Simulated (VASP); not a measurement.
# SnSe (Fm-3m) in VASP: notebook

Aim: see how the results for SnSe move with the level of theory and the settings. Levels: b88 exchange, pbe correlation, HSE06, RPBE, revpbe exchange, lda correlation. Tasks: single point.

All numbers are computed with VASP 6.6.1; they aren't measurements. Logs are shortened: lines on timing, memory, paths and dates and some standing lists are left out, and cuts for length are marked.

### 1 The cell of the first run

Symmetry: Fm-3m, No. 225, cubic system. Conventional cell: a = 6.099 Å, b = 6.099 Å, c = 6.099 Å, α = 90.00°, β = 90.00°, γ = 90.00°. Sn (site symmetry m-3m) has 6 Se at 3.05 Å within 4.0 Å. Se (site symmetry m-3m) has 6 Sn at 3.05 Å within 4.0 Å.

### 2 Single point, b88 exchange, pbe correlation

The input, INCAR:

```
SYSTEM = SnSe
PREC     = Accurate       ! precision mode
ENCUT    = 500            ! plane-wave cutoff, eV
EDIFF    = 1E-6           ! SCF threshold, eV
ISMEAR   = -1             ! smearing method
SIGMA    = 0.05           ! smearing width, eV
LREAL    = .False.        ! projectors in reciprocal space
LASPH    = .True.         ! aspherical terms in the spheres
NELM     = 120            ! most SCF steps
ALGO     = Normal         ! electronic algorithm
ISIF     = 2              ! what is computed and relaxed
LWAVE    = .False.        ! write WAVECAR
LCHARG   = .False.        ! write CHGCAR
GGA      = LIBXC          ! functional
LIBXC1   = GGA_X_B88    
LIBXC2   = GGA_C_PBE    
NBANDS   = 17             ! bands
GGA_COMPAT= .False.
```

The input, KPOINTS:

```
regular mesh
0
Gamma
  8 8 8
  0 0 0
```

The input, POSCAR:

```
SnSe
1.0
    0.0000000000      3.0496098055      3.0496098055
    3.0496098055      0.0000000000      3.0496098055
    3.0496098055      3.0496098055      0.0000000000
Sn Se
1 1
Direct
    0.0000000000      0.0000000000      0.0000000000
    0.5000000000      0.5000000000      0.5000000000
```

Potentials or basis: VASP PAW PBE potentials, release 64 (Sn_d, Se).

Run with:

```
$ cat potpaw_PBE.64/Sn_d/POTCAR potpaw_PBE.64/Se/POTCAR > POTCAR
$ mpirun -np 1 vasp_std > vasp.out
```

OUTCAR:

```text
SYSTEM = SnSe
   PREC = Accurate
   ENCUT = 500
   EDIFF = 1E-6
   ISMEAR = -1
   LREAL = .False.
   LASPH = .True.
   NELM = 120
   ISIF = 2
   GGA = LIBXC

 ion  position               nearest neighbor table
   1  0.000  0.000  0.000-   2 3.05   2 3.05   2 3.05   2 3.05   2 3.05   2 3.05
   2  0.500  0.500  0.500-   1 3.05   1 3.05   1 3.05   1 3.05   1 3.05   1 3.05

  LATTYP: Found a face centered cubic cell.
 ALAT       =     6.0992196110

  Lattice vectors:

 A1 = (   0.0000000000,   3.0496098055,   3.0496098055)
 A2 = (   3.0496098055,   0.0000000000,   3.0496098055)
 A3 = (   3.0496098055,   3.0496098055,   0.0000000000)

Analysis of symmetry for initial positions (statically):
=====================================================================
 Subroutine PRICEL returns:
 Original cell was already a primitive cell.

 Routine SETGRP: Setting up the symmetry group for a
 face centered cubic supercell.

 Subroutine GETGRP returns: Found 48 space group operations
 (whereof 48 operations were pure point group operations)
 out of a pool of 48 trial point group operations.

The static configuration has the point symmetry O_h .

Analysis of symmetry for dynamics (positions and initial velocities):
=====================================================================
 Subroutine PRICEL returns:
 Original cell was already a primitive cell.

 Routine SETGRP: Setting up the symmetry group for a
 face centered cubic supercell.

 Subroutine GETGRP returns: Found 48 space group operations
 (whereof 48 operations were pure point group operations)
 out of a pool of 48 trial point group operations.

The dynamic configuration has the point symmetry O_h .

 Subroutine INISYM returns: Found 48 space group operations
 (whereof 48 operations are pure point group operations),
 and found     1 'primitive' translations

----------------------------------------------------------------------------------------

                                     Primitive cell

  volume of cell :      56.7235

  direct lattice vectors                    reciprocal lattice vectors
     0.000000000  3.049609805  3.049609805    -0.163955401  0.163955401  0.163955401
     3.049609805  0.000000000  3.049609805     0.163955401 -0.163955401  0.163955401
     3.049609805  3.049609805  0.000000000     0.163955401  0.163955401 -0.163955401

  length of vectors
     4.312799547  4.312799547  4.312799547     0.283979086  0.283979086  0.283979086

  position of ions in fractional coordinates (direct lattice)
     0.000000000  0.000000000  0.000000000
     0.500000000  0.500000000  0.500000000

  ion indices of the primitive-cell ions
   primitive index   ion index
                 1           1
                 2           2

----------------------------------------------------------------------------------------

 KPOINTS: regular mesh

Automatic generation of k-mesh.
 Grid dimensions read from file:
 generate k-points for:    8    8    8

 Generating k-lattice:

  Cartesian coordinates                     Fractional coordinates (reciprocal lattice)
    -0.020494425  0.020494425  0.020494425     0.125000000  0.000000000  0.000000000
     0.020494425 -0.020494425  0.020494425     0.000000000  0.125000000  0.000000000
     0.020494425  0.020494425 -0.020494425     0.000000000  0.000000000  0.125000000

  Length of vectors
     0.035497386  0.035497386  0.035497386

  Shift w.r.t. Gamma in fractional coordinates (k-lattice)
     0.000000000  0.000000000  0.000000000

 Subroutine IBZKPT returns following result:
 ===========================================

 Found     29 irreducible k-points:

 Following reciprocal coordinates:
            Coordinates               Weight
  0.000000  0.000000  0.000000      1.000000
  0.125000  0.000000  0.000000      8.000000
  0.250000  0.000000  0.000000      8.000000
  0.375000  0.000000  0.000000      8.000000
  0.500000  0.000000  0.000000      4.000000
  0.125000  0.125000  0.000000      6.000000
[... 16 lines left out ...]
  0.500000  0.250000  0.125000     48.000000
 -0.375000  0.250000  0.125000     24.000000
 [... further k-points ...]
   k-points           NKPTS =     29   k-points in BZ     NKDIM =     29   number of bands    NBANDS=     17
   number of dos      NEDOS =    301   number of ions     NIONS =      2
   total plane-waves  NPLWV =  32768
   dimension x,y,z NGX =    32 NGY =   32 NGZ =   32
   dimension x,y,z NGXF=    64 NGYF=   64 NGZF=   64
   ions per type =               1   1
   NGX,Y,Z   is equivalent  to a cutoff of  12.34, 12.34, 12.34 a.u.
   NGXF,Y,Z  is equivalent  to a cutoff of  24.67, 24.67, 24.67 a.u.
 SYSTEM =  SnSe
   PREC   = accura    normal or accurate (medium, high low for compatibility)
   ISTART =      0    job   : 0-new  1-cont  2-samecut
   ICHARG =      2    charge: 1-file 2-atom 10-const
   ISPIN  =      1    spin polarized calculation?
   LNONCOLLINEAR =      F non collinear calculations
   LSORBIT =      F    spin-orbit coupling
   LASPH  =      T    aspherical Exc in radial PAW
   ENCUT  =  500.0 eV  36.75 Ry    6.06 a.u.   7.86  7.86  7.86*2*pi/ulx,y,z
   NELM   =    120;   NELMIN=  2; NELMDL= -5     # of ELM steps
   EDIFF  = 0.1E-05   stopping-criterion for ELM
   LREAL  =      F    real-space projection
   EDIFFG = 0.1E-04   stopping-criterion for IOM
   NSW    =      0    number of steps for IOM
   IBRION =     -1    ionic relax: 0-MD 1-quasi-New 2-CG
   NFREE  =      0    steps in history (QN), initial steepest desc. (CG)
   ISIF   =      2    stress and relaxation
   ISYM   =      2    0-nonsym 1-usesym 2-fastsym
   POTIM  = 0.5000    time-step for ionic-motion
   TEBEG  =    0.0;   TEEND  =   0.0 temperature during run
   PSTRESS=    0.0 pullay stress
   NELECT =      20.0000    total number of electrons
   NUPDOWN=      -1.0000    fix difference up-down
   EMIN   =  10.00;   EMAX   =-10.00  energy-range for DOS
   EFERMI =   0.00;   METHOD = LEGACY
   ISMEAR =    -1;   SIGMA  =   0.05  broadening in eV -4-tet -1-fermi 0-gaus
   EFERMI_NEDOS =   21; number of points for ismear=-14 and -15
   IALGO  =     38    algorithm
   IMIX   =      4    mixing-type and parameters
     AMIX     =   0.40;   BMIX     =  1.00
     AMIX_MAG =   1.60;   BMIX_MAG =  1.00
  volume/ion in A,a.u.               =      28.36       191.39
  Fermi-wavevector in a.u.,A,eV,Ry     =   1.156549  2.185560 18.199216  1.337605
  Thomas-Fermi vector in A             =   2.293168
   LORBIT       =      0    0 simple, 1 ext, 2 COOP (PROOUT), +10 PAW based schemes
   GGA     = LIBXC    functional components
   LHFCALC =     F    Hartree Fock is set to
   AEXX    =    0.0000 exact exchange contribution
   IVDW    =     0    specifies the selected vdW correction
   LEPSILON=     F    determine dielectric tensor
   LRPA    =     F    only Hartree local field effects (RPA)
 non-spin polarized calculation
  energy-cutoff  :      500.00
  volume of cell :       56.72
 maximum number of plane-waves:      1459
   NGX = 15   NGY = 15   NGZ = 15

 number of electron      19.9999992 magnetization

 Free energy of the ion-electron system (eV)
  ---------------------------------------------------
  ext. energy  EPLUGINS =         0.00000000
  ---------------------------------------------------
  free energy    TOTEN  =        -7.96794024 eV

  energy without entropy =       -7.96779461  energy(sigma->0) =       -7.96786742

 E-fermi :   5.3300     XC(G=0):  -9.4572

 val. band max:        5.1288470888   @ k =   0.5000   0.0000   0.0000
 cond. band min:       5.5336407678   @ k =   0.5000   0.0000   0.0000
 fundamental gap:      0.4047936791
 Fermi energy:         5.3299854983

 k-point     1 :       0.0000    0.0000    0.0000
  band No.  band energies     occupation
      1     -16.5247      2.00000
      2     -16.5247      2.00000
      3     -16.5247      2.00000
      4     -16.5215      2.00000
      5     -16.5215      2.00000
      6      -8.5065      2.00000
[... 9 lines left out ...]
     16      11.0348      0.00000
     17      13.2357      0.00000

 k-point     2 :       0.1250    0.0000    0.0000
  band No.  band energies     occupation
      1     -16.5243      2.00000
      2     -16.5240      2.00000
      3     -16.5240      2.00000
      4     -16.5215      2.00000
      5     -16.5215      2.00000
      6      -8.4058      2.00000
[... 9 lines left out ...]
     16      11.3877      0.00000
     17      14.1965      0.00000

 k-point     3 :       0.2500    0.0000    0.0000
  band No.  band energies     occupation
      1     -16.5255      2.00000
      2     -16.5255      2.00000
      3     -16.5235      2.00000
      4     -16.5184      2.00000
      5     -16.5184      2.00000
      6      -8.1363      2.00000
[... 9 lines left out ...]
     16      12.3184      0.00000
     17      16.2506      0.00000

 k-point     4 :       0.3750    0.0000    0.0000
  band No.  band energies     occupation
      1     -16.5277      2.00000
      2     -16.5277      2.00000
      3     -16.5227      2.00000
      4     -16.5147      2.00000
      5     -16.5147      2.00000
      6      -7.8153      2.00000
[... 9 lines left out ...]
     16      13.7528      0.00000
     17      16.2981      0.00000

 k-point     5 :       0.5000    0.0000    0.0000
  band No.  band energies     occupation
      1     -16.5287      2.00000
      2     -16.5287      2.00000
      3     -16.5224      2.00000
      4     -16.5132      2.00000
      5     -16.5132      2.00000
      6      -7.6603      2.00000
[... 9 lines left out ...]
     16      15.2753      0.00000
     17      15.2753      0.00000

 k-point     6 :       0.1250    0.1250    0.0000
  band No.  band energies     occupation
      1     -16.5254      2.00000
      2     -16.5238      2.00000
      3     -16.5226      2.00000
      4     -16.5226      2.00000
      5     -16.5206      2.00000
      6      -8.3723      2.00000
[... 9 lines left out ...]
     16      12.0064      0.00000
     17      13.4325      0.00000

 k-point     7 :       0.2500    0.1250    0.0000
  band No.  band energies     occupation
      1     -16.5268      2.00000
      2     -16.5251      2.00000
      3     -16.5226      2.00000
      4     -16.5200      2.00000
      5     -16.5178      2.00000
      6      -8.1590      2.00000
[... 9 lines left out ...]
     16      12.9584      0.00000
     17      14.6230      0.00000

 k-point     8 :       0.3750    0.1250    0.0000
  band No.  band energies     occupation
      1     -16.5294      2.00000
      2     -16.5246      2.00000
      3     -16.5234      2.00000
      4     -16.5172      2.00000
      5     -16.5141      2.00000
      6      -7.8510      2.00000
[... 9 lines left out ...]
     16      14.3253      0.00000
     17      16.2436      0.00000
[... 203 lines left out ...]
      1     -16.5412      2.00000
      2     -16.5283      2.00000
      3     -16.5167      2.00000
      4     -16.5115      2.00000
      5     -16.5108      2.00000
      6      -7.4596      2.00000
[... 9 lines left out ...]
     16      16.1378      0.00000
     17      16.6722      0.00000

 k-point    20 :      -0.3750    0.3750    0.0000
  band No.  band energies     occupation
      1     -16.5382      2.00000
      2     -16.5245      2.00000
      3     -16.5193      2.00000
      4     -16.5137      2.00000
      5     -16.5120      2.00000
      6      -7.4214      2.00000
[... 9 lines left out ...]
     16      15.0294      0.00000
     17      17.1143      0.00000

 k-point    21 :       0.5000    0.5000    0.0000
  band No.  band energies     occupation
      1     -16.5440      2.00000
      2     -16.5300      2.00000
      3     -16.5151      2.00000
      4     -16.5099      2.00000
      5     -16.5099      2.00000
      6      -7.4198      2.00000
[... 9 lines left out ...]
     16      16.3809      0.00000
     17      17.6304      0.00000

 k-point    22 :       0.3750    0.2500    0.1250
  band No.  band energies     occupation
      1     -16.5295      2.00000
      2     -16.5251      2.00000
      3     -16.5224      2.00000
      4     -16.5176      2.00000
      5     -16.5154      2.00000
      6      -7.9249      2.00000
[... 9 lines left out ...]
     16      14.4195      0.00000
     17      14.6058      0.00000

 k-point    23 :       0.5000    0.2500    0.1250
  band No.  band energies     occupation
      1     -16.5316      2.00000
      2     -16.5240      2.00000
      3     -16.5224      2.00000
      4     -16.5160      2.00000
      5     -16.5138      2.00000
      6      -7.6563      2.00000
[... 9 lines left out ...]
     16      14.6972      0.00000
     17      16.0137      0.00000

 k-point    24 :      -0.3750    0.2500    0.1250
  band No.  band energies     occupation
      1     -16.5324      2.00000
      2     -16.5246      2.00000
      3     -16.5200      2.00000
      4     -16.5170      2.00000
      5     -16.5127      2.00000
      6      -7.5316      2.00000
[... 9 lines left out ...]
     16      15.7908      0.00000
     17      15.9077      0.00000

 [... further k-points ...]

------------------------ aborting loop because EDIFF is reached ----------------------------------------

  FORCE on cell =-STRESS in cart. coord.  units (eV):
  Direction    XX          YY          ZZ          XY          YZ          ZX
  --------------------------------------------------------------------------------------
  -------------------------------------------------------------------------------------
  Total       -0.4139363     -0.4139363     -0.4139363      0.0000000      0.0000000      0.0000000
  in kB      -11.6917967    -11.6917967    -11.6917967      0.0000000      0.0000000      0.0000000
  external PRESSURE =     -11.6917967 kB  Pullay stress =       0.0000000 kB

 VOLUME and BASIS-vectors are now :
 -----------------------------------------------------------------------------
  energy-cutoff  :      500.00
  volume of cell :       56.72
      direct lattice vectors                 reciprocal lattice vectors
     0.000000000  3.049609805  3.049609805    -0.163955401  0.163955401  0.163955401
     3.049609805  0.000000000  3.049609805     0.163955401 -0.163955401  0.163955401
     3.049609805  3.049609805  0.000000000     0.163955401  0.163955401 -0.163955401

 POSITION                                       TOTAL-FORCE (eV/Angst)
 -----------------------------------------------------------------------------------
      0.00000      0.00000      0.00000        -0.000000      0.000000      0.000000
      3.04961      3.04961      3.04961         0.000000      0.000000     -0.000000
 -----------------------------------------------------------------------------------
    total drift:                                0.000000     -0.000000     -0.000000

  FREE ENERGIE OF THE ION-ELECTRON SYSTEM (eV)
  ---------------------------------------------------
  free  energy   TOTEN  =        -7.9679402423 eV

  energy  without entropy=       -7.9677946058  energy(sigma->0) =       -7.96786742
```

Run time: 18 s. Hardware: 1 thread of Intel Xeon Platinum 8559C (Emerald Rapids), shared host; peak memory 0.18 GiB.

What came out:

```
Free energy            : -7.9679 eV
Pressure               : -1.2 GPa
Band gap on the k mesh : 0.40 eV
```

Levels at points of the mesh, in eV from the valence-band top:
| k point | band 7 | band 8 | band 9 | band 10 | band 11 | band 12 | band 13 | band 14 |
| --- | --- | --- | --- | --- | --- | --- | --- | --- |
| (0.00, 0.00, 0.00) | -5.23 | -2.10 | -2.10 | -2.10 | 4.14 | 4.14 | 4.14 | 5.91 |
| (0.50, 0.00, 0.00) | -7.88 | -1.86 | -1.86 | 0.00 | 0.40 | 1.25 | 1.25 | 8.13 |
| (0.50, 0.50, 0.00) | -6.04 | -5.21 | -3.47 | -3.47 | 3.15 | 5.10 | 5.10 | 5.69 |

Caveat: the PAW data sets were made with another functional, which shifts forces and pressure a little; spin-orbit coupling is left out, which moves the levels of the heavy elements. A k mesh can miss the band edges.

### 3 Single point, b88 exchange, pbe correlation

This run uses another cell than the first one, of 28.91 Å³/atom.

The input, INCAR:

```
PREC = Accurate
ENCUT = 500
EDIFF = 1E-6
ISMEAR = -1
SIGMA = 0.05
LREAL = False
LASPH = True
NELM = 120
ALGO = Normal
ISIF = 2
LWAVE = False
LCHARG = False
GGA = LIBXC
LIBXC1 = GGA_X_B88
LIBXC2 = GGA_C_PBE
NBANDS = 17
GGA_COMPAT = False
```

The input, KPOINTS:

```
Automatic mesh
0
Gamma
  8 8 8
```

The input, POSCAR:

```
SnSe
1.0
    0.0000000000      3.0690345955      3.0690345955
    3.0690345955      0.0000000000      3.0690345955
    3.0690345955      3.0690345955      0.0000000000
Sn Se
1 1
Direct
    0.0000000000      0.0000000000      0.0000000000
    0.5000000000      0.5000000000      0.5000000000
```

Potentials or basis: VASP PAW PBE potentials, release 64 (Sn_d, Se).

Run with:

```
$ cat potpaw_PBE.64/Sn_d/POTCAR potpaw_PBE.64/Se/POTCAR > POTCAR
$ mpirun -np 1 vasp_std > vasp.out
```

It took 20 s on 1 thread of Intel Xeon Platinum 8559C (Emerald Rapids), shared host; peak memory 0.18 GiB.

Results (log left out):

| Quantity | Value |
| --- | --- |
| Free energy | -7.9575 eV |
| Pressure | -2.0 GPa |
| Band gap on the k mesh | 0.33 eV |

Levels at points of the mesh, in eV from the valence-band top:
```tsv
k point	band 7	band 8	band 9	band 10	band 11	band 12	band 13	band 14
(0.00, 0.00, 0.00)	-5.30	-2.06	-2.06	-2.06	4.05	4.05	4.05	5.92
(0.50, 0.00, 0.00)	-7.81	-1.82	-1.82	0.00	0.33	1.25	1.25	8.07
(0.50, 0.50, 0.00)	-6.05	-5.10	-3.40	-3.40	3.20	4.98	4.98	5.56
```

Caveat: the PAW data sets were made with another functional, which shifts forces and pressure a little; spin-orbit coupling is left out, which moves the levels of the heavy elements. A k mesh can miss the band edges.

### 4 Single point, HSE06

This run uses another cell than the first one, of 27.27 Å³/atom.

The input, INCAR:

```
GGA = PE
LHFCALC = T
HFSCREEN = 0.2
ISMEAR = 0
SIGMA = 0.03
LWAVE = F
LCHARG = F
ISIF = 2
PREC = Accurate
LASPH = T
LREAL = F
ALGO = Normal
EDIFF = 1E-6
NELM = 120
GGA_COMPAT = F
ENCUT = 400
EFERMI = MIDGAP
PRECFOCK = Normal
```

The input, KPOINTS:

```
k-points
0
Gamma
  4 4 4
```

The input, POSCAR:

```
SnSe
1.0
    0.0000000000      3.0100000000      3.0100000000
    3.0100000000      0.0000000000      3.0100000000
    3.0100000000      3.0100000000      0.0000000000
Sn Se
1 1
Direct
    0.0000000000      0.0000000000      0.0000000000
    0.5000000000      0.5000000000      0.5000000000
```

Run with:

```
$ cat potpaw_PBE.64/Sn_d/POTCAR potpaw_PBE.64/Se/POTCAR > POTCAR
$ mpirun -np 1 vasp_std > vasp.out
```

Wall time 19 min (1 thread of AMD EPYC 7R43 (Zen 3), shared host); peak memory 0.22 GiB.

It converged, with:

* Free energy: -9.8179 eV
* Pressure: -1.9 GPa
* Band gap on the k mesh: 0.48 eV

Levels at points of the mesh, in eV from the valence-band top:
| k point | band 6 | band 7 | band 8 | band 9 | band 10 | band 11 | band 12 | band 13 | band 14 |
| --- | --- | --- | --- | --- | --- | --- | --- | --- | --- |
| (0.00, 0.00, 0.00) | -15.70 | -5.67 | -2.85 | -2.85 | -2.85 | 4.81 | 4.81 | 4.81 | 6.20 |
| (0.50, 0.00, 0.00) | -14.67 | -9.22 | -2.60 | -2.60 | 0.00 | 0.48 | 1.40 | 1.40 | 8.71 |
| (0.50, 0.50, 0.00) | -14.35 | -6.78 | -6.46 | -4.43 | -4.43 | 3.16 | 5.91 | 5.91 | 6.55 |

Caveat: the k points lie up to 0.45 Å⁻¹ apart; the PAW data sets were made with another functional, which shifts forces and pressure a little; spin-orbit coupling is left out, which moves the levels of the heavy elements. A k mesh can miss the band edges.

[end of part 1 of 2]
